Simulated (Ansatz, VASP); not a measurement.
# Br in VASP and in Ansatz

INCAR

```
SYSTEM = Br
PREC = Accurate
ENCUT = 600
EDIFF = 1E-6
ISMEAR = -1
SIGMA = 0.05
LREAL = .FALSE.
LASPH = .TRUE.
NELM = 80
ALGO = Normal
ISIF = 3
LWAVE = .FALSE.
LCHARG = .FALSE.
GGA = PS
IVDW = 13
IBRION = 2
NSW = 60
EDIFFG = -0.01
```

Contents of KPOINTS:

```
Automatic mesh
0
G
  7 7 3
  0 0 0
```

POSCAR

```
Br
1.0
    3.3632500000     -2.3225500000      0.0000000000
    3.3632500000      2.3225500000      0.0000000000
    0.0000000000      0.0000000000      8.7023000000
Br
4
Direct
    0.3651000000      0.6349000000      0.3901000000
    0.1349000000      0.8651000000      0.8901000000
    0.6349000000      0.3651000000      0.6099000000
    0.8651000000      0.1349000000      0.1099000000
```

File input.yaml:

```yaml
crystal:
  lattice:
    - [3.36325, -2.32255, 0.0]
    - [3.36325, 2.32255, 0.0]
    - [0.0, 0.0, 8.7023]
  atoms:
    - { symbol: Br, position: [0.3651, 0.6349, 0.3901] }
    - { symbol: Br, position: [0.1349, 0.8651, 0.8901] }
    - { symbol: Br, position: [0.6349, 0.3651, 0.6099] }
    - { symbol: Br, position: [0.8651, 0.1349, 0.1099] }
hamiltonian:
  xc: pbesol
  pseudopotentials: { kind: paw }
  dispersion: d4
kpoints:
  mp_grid: { grid: [7, 7, 3] }
scf:
  occupations: { method: fermi_dirac, width: 0.05 }
output:
  forces: true
  stress: true
relax:
  f_tol: 0.01
  max_steps: 40
  cell: { stress_tol: 0.05 }
```

Alike in both runs: task relaxation of cell and atoms; functional PBEsol; dispersion D4; k mesh 7 × 7 × 3; occupations fermi-dirac, width 0.05 eV; no spin polarisation.

```csv
,VASP,Ansatz
version,VASP 6.6.1,Ansatz 0.2.0
potentials or method,"VASP PAW PBE potentials, release 64 (Br)",Ansatz PAW
plane-wave cutoff (eV),600,420
valence electrons in the cell,28,28
```

Ansatz gave:

| Quantity | Value |
| --- | --- |
| relaxed volume (Å³/atom) | 28.43 |
| relaxed cell length with the largest relative difference (Å) | 3.920 |

Q: Which values does VASP return?

A: Relaxed volume (Å³/atom): 28.49; relaxed cell length with the largest relative difference (Å): 3.927.

VASP's potentials were made for PBE, not for PBEsol.

Noted on VASP's run: the volume moved by over 15 % at a fixed basis, so the end points are rough. Noted on Ansatz's run: the volume moved by over 15 % at a fixed basis, so the end points are rough; odd divisions of the mesh miss points on the zone boundary, where band edges often lie, so the gap on the mesh can be too wide; the plane-wave basis is chosen anew once the cell has moved, so the energies of steps on either side of that aren't comparable.
